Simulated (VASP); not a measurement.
## CaO (sol): single point with PBEsol

CaO (sol):

```
Ca O
1.0
     0.00000    2.38336    2.38336
     2.38336    0.00000    2.38336
     2.38336    2.38336    0.00000
Ca O
1 1
Direct
  0.00000 0.00000 0.00000
  0.50000 0.50000 0.50000
```

```json
{"Program": "VASP 6.6.1", "Task": "single point", "Functional": "PBEsol", "Potentials or basis": "VASP PAW PBE potentials, release 64 (Ca_sv, O)", "Cutoff": "600 eV", "k mesh": "8 × 8 × 8", "Occupations": "gaussian, width 0.01 eV", "Spin": "no spin polarisation", "Dipole correction": "no", "Further INCAR settings": "ALGO = Normal; EDIFF = 1e-06; NBANDS = 15"}
```

```yaml
Pressure: 0.6 GPa
Band_gap_on_the_k_mesh: 3.52 eV, indirect (least direct gap 3.89 eV)
```

Levels at points of the mesh, in eV from the valence-band top:
| k point | band 5 | band 6 | band 7 | band 8 | band 9 | band 10 | band 11 | band 12 |
| --- | --- | --- | --- | --- | --- | --- | --- | --- |
| (0.00, 0.00, 0.00) | -15.49 | 0.00 | 0.00 | 0.00 | 4.77 | 6.25 | 6.25 | 6.25 |
| (0.50, 0.00, 0.00) | -14.14 | -2.75 | -1.27 | -1.27 | 7.13 | 8.51 | 8.51 | 8.52 |
| (0.50, 0.50, 0.00) | -15.25 | -1.31 | -0.37 | -0.37 | 3.52 | 8.23 | 9.07 | 9.76 |

Wall time 14 s on 1 thread of Intel(R) Xeon(R) Platinum 8375C CPU @ 2.90GHz (Ice Lake), with other jobs on the host, peak memory 0.16 GiB.

Caveat: the PAW data sets were made with another functional, which shifts forces and pressure a little. A k mesh can miss the band edges.
